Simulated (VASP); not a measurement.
A run of VASP 6.6.1 is set up as follows.

INCAR

```
SYSTEM = Bi
ALGO     = Fast           ! electronic algorithm
EDIFF    = 1E-7           ! SCF threshold, eV
EDIFFG   = -0.01          ! ionic threshold
ENCUT    = 600            ! plane-wave cutoff, eV
GGA      = PE             ! functional
IBRION   = 2              ! ionic algorithm
ISIF     = 3              ! what is computed and relaxed
ISMEAR   = 0              ! smearing method
LASPH    = .TRUE.         ! aspherical terms in the spheres
LCHARG   = .FALSE.        ! write CHGCAR
LREAL    = .FALSE.        ! projectors in reciprocal space
LWAVE    = .FALSE.        ! write WAVECAR
NELM     = 60             ! most SCF steps
NSW      = 100            ! ionic steps
PREC     = Accurate       ! precision mode
SIGMA    = 0.1            ! smearing width, eV
```

KPOINTS

```
k-points
0
G
  12 12 6
  0 0 0
```

Contents of POSCAR:

```
Bi
1.0
    4.5061988084      0.0000000000      0.0000000000
   -2.2530994042      3.9024826426      0.0000000000
    0.0000000000      0.0000000000      9.5016786546
Bi
4
Direct
    0.0000000000      0.0000000000      0.8092172887
    0.0000000000      0.0000000000      0.1907827113
    0.3333333333      0.6666666667      0.6352661918
    0.6666666667      0.3333333333      0.3647338082
```

Potentials or basis: VASP PAW PBE potentials, release 64 (Bi_d).

Command:

```bash
$ cat potpaw_PBE.64/Bi_d/POTCAR > POTCAR
$ mpirun -np 1 vasp_std > vasp.out
```

(1) What does it give for the space group after relaxing (to 0.1 Å)?

(2) What does it give for the relaxed volume?

(3) Predict the band gap on the k mesh.

(4) Estimate the relaxed cell.

## Answers

(1) P-3m1 (No. 164).

(2) 41.65 Å³/atom.

(3) zero (bands 30 and 31 overlap by 0.24 eV).

(4) a = 4.506 Å, b = 4.506 Å, c = 9.474 Å, α = 90.00°, β = 90.00°, γ = 120.00°.

Caveat: spin-orbit coupling is left out, which moves the levels of the heavy elements.
